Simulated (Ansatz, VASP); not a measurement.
MgS: VASP beside Ansatz

INCAR

```
SYSTEM = MgS
PREC = Accurate ; ENCUT = 520
EDIFF = 1E-7 ; ISMEAR = 0
SIGMA = 0.05 ; LREAL = .False.
LASPH = .True. ; NELM = 80
ALGO = Normal ; ISIF = 2
LWAVE = .False. ; LCHARG = .True.
GGA = PS ; LELF = .True.
LVHAR = .True. ; NBANDS = 11
```

KPOINTS

```
regular mesh
0
Gamma
  8 8 8
  0 0 0
```

Contents of POSCAR:

```
MgS
1.0
    0.0000000000      2.6016500000      2.6016500000
    2.6016500000      0.0000000000      2.6016500000
    2.6016500000      2.6016500000      0.0000000000
Mg S
1 1
Direct
    0.0000000000      0.0000000000      0.0203843748
    0.5000000000      0.5000000000      0.5000000000
```

Input for Ansatz:

```yaml
crystal:
  lattice:
    - [0.0, 2.60165, 2.60165]
    - [2.60165, 0.0, 2.60165]
    - [2.60165, 2.60165, 0.0]
  atoms:
    - { symbol: Mg, position: [0.0, 0.0, 0.0203843748] }
    - { symbol: S, position: [0.5, 0.5, 0.5] }
basis:
  ecutwfc: 420
kpoints:
  mp_grid: { grid: [8, 8, 8] }
hamiltonian:
  xc: pbesol
scf:
  occupations: { method: gaussian, width: 0.05 }
output:
  forces: true
  stress: true
  eigenvalues: true
```

Change from the starting cell: all Mg atoms moved +0.075 Å, as atom 1 along Cartesian [1 1 0].

Alike in both runs: task single point; functional PBEsol; k mesh 8 × 8 × 8; occupations gaussian, width 0.05 eV; no spin polarisation.

```csv
,VASP,Ansatz
version,VASP 6.6.1,Ansatz 0.2.0
potentials or method,"VASP PAW PBE potentials, release 64 (Mg, S), cutoff 520 eV","scalar-relativistic, plane waves, PAW"
valence electrons in the cell,8,16
```

VASP gave:

```
gap on the k mesh at the Fermi level (eV)                     : 2.71
least direct gap on the mesh (eV)                             : 3.59
pressure (GPa)                                                : -1.0
traceless stress, the component that is largest in VASP (GPa) : -0.23
rms of the force components (eV/Å)                            : 0.122
```

Q: Which values does Ansatz return?

A: gap on the k mesh at the Fermi level (eV): 2.70; least direct gap on the mesh (eV): 3.59; pressure (GPa): -0.8; traceless stress, the component that is largest in VASP (GPa): -0.23; rms of the force components (eV/Å): 0.122.

VASP's potentials were made for PBE, not for PBEsol. Atom by atom the forces differ by 0.000 eV/Å (rms over components). With one functional, cell and mesh, what is left measures potentials, basis and numerics. VASP's potentials hold 8 valence electrons a cell and Ansatz's 16, so a difference there can come from the potentials and not from the codes.
